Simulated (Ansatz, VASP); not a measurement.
## One calculation of Cs, two programs

File INCAR:

```
SYSTEM = Cs
PREC = Accurate
ENCUT = 520
EDIFF = 1E-7
ISMEAR = 0
SIGMA = 0.1
LREAL = .False.
LASPH = .True.
NELM = 60
ALGO = Fast
ISIF = 2
LWAVE = .False.
LCHARG = .False.
GGA = PE
NBANDS = 10
```

File KPOINTS:

```
regular mesh
0
Gamma
  4 4 4
  0 0 0
```

File POSCAR:

```
Cs
1.0
   -3.1284650614      3.1284650614      3.1284650614
    3.1284650614     -3.1284650614      3.1284650614
    3.1284650614      3.1284650614     -3.1284650614
Cs
1
Direct
    0.0000000000      0.0000000000      0.0000000000
```

Input for Ansatz:

```yaml
crystal:
  lattice:
    - [-3.1284650614, 3.1284650614, 3.1284650614]
    - [3.1284650614, -3.1284650614, 3.1284650614]
    - [3.1284650614, 3.1284650614, -3.1284650614]
  atoms:
    - { symbol: Cs, position: [0.0, 0.0, 0.0] }
basis:
  ecutwfc: 420
kpoints:
  mp_grid: { grid: [4, 4, 4] }
hamiltonian:
  xc: pbe
scf:
  occupations: { method: gaussian, width: 0.1 }
output:
  forces: true
  stress: true
  eigenvalues: true
```

Alike in both runs: task single point; functional PBE; k mesh 4 × 4 × 4; occupations gaussian, width 0.1 eV; no spin polarisation.

|  | VASP | Ansatz |
| --- | --- | --- |
| version | VASP 6.6.1 | Ansatz 0.2.0 |
| potentials or method | VASP PAW PBE potentials, release 64 (Cs_sv), cutoff 520 eV | scalar-relativistic, plane waves, PAW |
| valence electrons in the cell | 9 | 9 |

|  | VASP | Ansatz | Ansatz less VASP |
| --- | --- | --- | --- |
| gap on the k mesh at the Fermi level (eV) | none | none | - |
| pressure (GPa) | -0.1 | 0.0 | +0.01 |

A gap of «none» marks a metal or a gap that the smearing closes.

Neither program's run includes spin-orbit coupling.
